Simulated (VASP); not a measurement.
Write the native input for VASP 6.6.1 that does the following.

| Item | Value |
| --- | --- |
| Task | relaxation of cell and atoms |
| Functional | PBE |
| Potentials or basis | VASP PAW PBE potentials, release 64 (W_sv, Ge_d) |
| Cutoff | 600 eV |
| k mesh | 16 × 16 × 16 |
| Occupations | fermi-dirac, width 0.05 eV |
| Spin | no spin polarisation |
| Target pressure | 520 GPa |
| Dipole correction | no |
| Further INCAR settings | ALGO = Normal; EDIFF = 1e-06; IBRION = 2; EDIFFG = -0.005; NSW = 60; ISIF = 3 |

The structure of GeW (CsCl type) lies in POSCAR:

```
GeW
1.0
    2.5658407375      0.0000000000      0.0000000000
    0.0000000000      2.5658407375      0.0000000000
    0.0000000000      0.0000000000      2.5658407375
W Ge
1 1
Direct
    0.0000000000      0.0000000000      0.0000000000
    0.5000000000      0.5000000000      0.5000000000
```

The input as run:

INCAR

```
PREC = Accurate ; ENCUT = 600
EDIFF = 1E-6 ; ISMEAR = -1
SIGMA = 0.05 ; LREAL = F
LASPH = T ; NELM = 100
ALGO = Normal ; ISIF = 3
LWAVE = F ; LCHARG = F
GGA = PE ; IBRION = 2
NSW = 60 ; EDIFFG = -0.005
PSTRESS = 5200.0
```

KPOINTS

```
regular mesh
0
Gamma
  16 16 16
```

Potentials or basis: VASP PAW PBE potentials, release 64 (W_sv, Ge_d).

Launch:

```console
$ cat potpaw_PBE.64/W_sv/POTCAR potpaw_PBE.64/Ge_d/POTCAR > POTCAR
$ mpirun -np 1 vasp_std > vasp.out
```

It gave:

```yaml
Relaxed_volume: 8.22 Å³/atom
Relaxed_cell: a = 2.542 Å, b = 2.542 Å, c = 2.542 Å, α = 90.00°, β = 90.00°, γ = 90.00°
Space_group_after_relaxing_to_0.1_Å: Pm-3m (No. 221)
Energy_change_on_relaxing_the_run_minimises_the_enthalpy: +705.1 meV/atom
Ionic_steps: 15
Pressure_after_relaxing: 520.0 GPa
Band_gap_on_the_k_mesh: zero (bands 14 and 15 overlap by 10.31 eV)
```

Caveat: the cell is relaxed towards a set pressure, so the run minimises the enthalpy, not the energy; spin-orbit coupling is left out, which moves the levels of the heavy elements.

Wall time 110 s on 1 thread of Intel(R) Xeon(R) 6975P-C (Granite Rapids), on a shared host, peak memory 0.19 GiB.
